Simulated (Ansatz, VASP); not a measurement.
# Two plane-wave programs on P

INCAR

```
PREC = Accurate
ENCUT = 520
EDIFF = 1E-6
ISMEAR = 0
SIGMA = 0.05
LREAL = F
LASPH = T
NELM = 80
ALGO = Normal
ISIF = 2
LWAVE = F
LCHARG = F
LDIPOL = T
IDIPOL = 3
DIPOL = 0.5 0.5 0.390
GGA = PE
IVDW = 12
NBANDS = 30
```

KPOINTS

```
regular mesh
0
Gamma
  8 6 1
```

The input POSCAR:

```
P
1.0
    3.2961869629      0.0000000000      0.0000000000
    0.0000000000      4.4391557027      0.0000000000
    0.0000000000      0.0000000000     21.7461973615
P
8
Direct
    0.5000000000      0.9174951453      0.2069327306
    0.0000000000      0.5825048547      0.2069327306
    0.5000000000      0.0825048547      0.3045635322
    0.0000000000      0.4174951453      0.3045635322
    0.5000000000      0.4575048547      0.4751680723
    1.0000000000      0.7924951453      0.4751680723
    0.5000000000      1.2924951453      0.5727988740
    1.0000000000      0.9575048547      0.5727988740
```

Input for Ansatz:

```yaml
crystal:
  lattice:
    - [3.2961869629, 0.0, 0.0]
    - [0.0, 4.4391557027, 0.0]
    - [0.0, 0.0, 21.7461973615]
  atoms:
    - { symbol: P, position: [0.5, 0.9174951453, 0.2069327306] }
    - { symbol: P, position: [0.0, 0.5825048547, 0.2069327306] }
    - { symbol: P, position: [0.5, 0.0825048547, 0.3045635322] }
    - { symbol: P, position: [0.0, 0.4174951453, 0.3045635322] }
    - { symbol: P, position: [0.5, 0.4575048547, 0.4751680723] }
    - { symbol: P, position: [1.0, 0.7924951453, 0.4751680723] }
    - { symbol: P, position: [0.5, 1.2924951453, 0.572798874] }
    - { symbol: P, position: [1.0, 0.9575048547, 0.572798874] }
basis:
  ecutwfc: 420
kpoints:
  mp_grid: { grid: [8, 6, 1] }
hamiltonian:
  xc: pbe
  dispersion: d3bj
scf:
  occupations: { method: gaussian, width: 0.05 }
output:
  forces: true
  eigenvalues: true
efield:
  axis: 3
  dipole_correction: true
  ramp_width: 0.04
```

Alike in both runs: task single point; functional PBE; dispersion D3(BJ); k mesh 8 × 6 × 1; occupations gaussian, width 0.05 eV; no spin polarisation.

```csv
,VASP,Ansatz
version,VASP 6.6.1,Ansatz 0.2.0
potentials or method,"VASP PAW PBE potentials, release 64 (P), cutoff 520 eV","scalar-relativistic, plane waves, PAW"
valence electrons in the cell,40,40
```

|  | VASP | Ansatz | Ansatz less VASP |
| --- | --- | --- | --- |
| gap on the k mesh at the Fermi level (eV) | 0.49 | 0.48 | -0.016 |
| least direct gap on the mesh (eV) | 0.49 | 0.48 | -0.016 |
| rms of the force components (eV/Å) | 0.039 | 0.048 | +0.0090 |

Atom by atom the forces differ by 0.031 eV/Å (rms over components).
